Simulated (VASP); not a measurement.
LiF:

```
Li F
1.0
     5.26192    0.00000    0.00000
     0.00000    5.26192    0.00000
     0.00000    0.00000    2.56864
Li F
4 4
Direct
  0.66859 0.65299 0.67105
  0.33141 0.34701 0.17105
  0.34701 0.66859 0.42105
  0.65299 0.33141 0.92105
  0.88904 0.55045 0.17044
  0.11096 0.44955 0.67044
  0.44955 0.88904 0.92044
  0.55045 0.11096 0.42044
```

The cell was generated, and may not be a known phase.

```yaml
Program: VASP 6.6.1
Task: relaxation of cell and atoms
Functional: PBE
Potentials_or_basis: VASP PAW PBE potentials, release 64 (Li_sv, F)
Cutoff: 600 eV
k_mesh: 4 × 4 × 6
Occupations: gaussian, width 0.1 eV
Spin: no spin polarisation
```

At the start: pressure 44.4 GPa; volume 8.89 Å³/atom.

Q: Where does the relaxation end?

A: Over 25 steps the energy falls by 1717.3 meV/atom and the volume is 10.79 Å³/atom (+21.4 %); space group P4_3 (No. 78, to 0.1 Å) before and after.

The path:
| step | energy change (eV) | largest force (eV/Å) | pressure (GPa) | volume (Å³) |
| --- | --- | --- | --- | --- |
| 1 | 0.0000 | 10.3558 | 44.40 | 71.12 |
| 2 | -11.5288 | 1.1728 | 4.99 | 99.39 |
| 3 | -11.5796 | 1.0794 | 4.33 | 100.86 |
| 4 | -11.6179 | 0.9095 | 2.95 | 103.84 |
| 5 | -11.8633 | 0.6290 | -0.14 | 107.92 |
| 6 | -11.9656 | 0.3803 | -3.13 | 112.59 |
| 7 | -12.1500 | 0.4073 | -1.56 | 109.90 |
| 8 | -12.1972 | 0.4651 | -0.59 | 107.85 |
| 9 | -12.2803 | 0.3116 | -0.53 | 106.02 |
| 10 | -12.3644 | 0.4779 | -0.06 | 102.48 |
| 11 | -12.3953 | 0.8202 | 1.67 | 95.65 |
| 12 | -12.4662 | 0.7933 | 1.37 | 95.24 |
| 13 | -12.6996 | 0.6810 | 0.49 | 94.02 |
| 14 | -13.2191 | 0.5516 | -1.03 | 91.61 |
| 15 | -13.5173 | 0.5589 | -0.05 | 86.92 |
| 16 | -13.6110 | 0.4192 | -1.59 | 89.35 |
| 17 | -13.6515 | 0.3773 | -0.92 | 87.74 |
| 18 | -13.6737 | 0.2600 | -1.35 | 88.42 |
| 19 | -13.6746 | 0.2810 | -1.29 | 88.28 |
| 20 | -13.6195 | 0.4662 | 1.11 | 85.24 |
| 21 | -13.6914 | 0.2722 | -0.61 | 87.21 |
| 22 | -13.7257 | 0.1334 | -0.27 | 86.69 |
| 23 | -13.7372 | 0.0516 | 0.15 | 86.15 |
| 24 | -13.7372 | 0.0495 | 0.13 | 86.17 |
| 25 | -13.7385 | 0.0199 | 0.01 | 86.36 |

Final structure:
```cif
data_structure
_symmetry_space_group_name_H-M 'P 1'
_symmetry_Int_Tables_number 1
_cell_length_a 5.5160
_cell_length_b 5.5160
_cell_length_c 2.8383
_cell_angle_alpha 90.000
_cell_angle_beta 90.000
_cell_angle_gamma 90.000
_cell_volume 86.36
loop_
_atom_site_label
_atom_site_type_symbol
_atom_site_fract_x
_atom_site_fract_y
_atom_site_fract_z
_atom_site_occupancy
Li1 Li 0.62631 0.83427 0.59375 1
Li2 Li 0.37369 0.16573 0.09375 1
Li3 Li 0.16573 0.62631 0.34375 1
Li4 Li 0.83427 0.37369 0.84375 1
F1 F 0.82791 0.64188 0.24774 1
F2 F 0.17209 0.35812 0.74774 1
F3 F 0.35812 0.82791 0.99774 1
F4 F 0.64188 0.17209 0.49774 1
```

Caveat: the cutoff is under 1.25 times the usual one of these potentials, so pressure, stress and relaxed cells hold a basis-set (Pulay) error; the volume moved by over 15 % at a fixed basis, so the end points are rough.
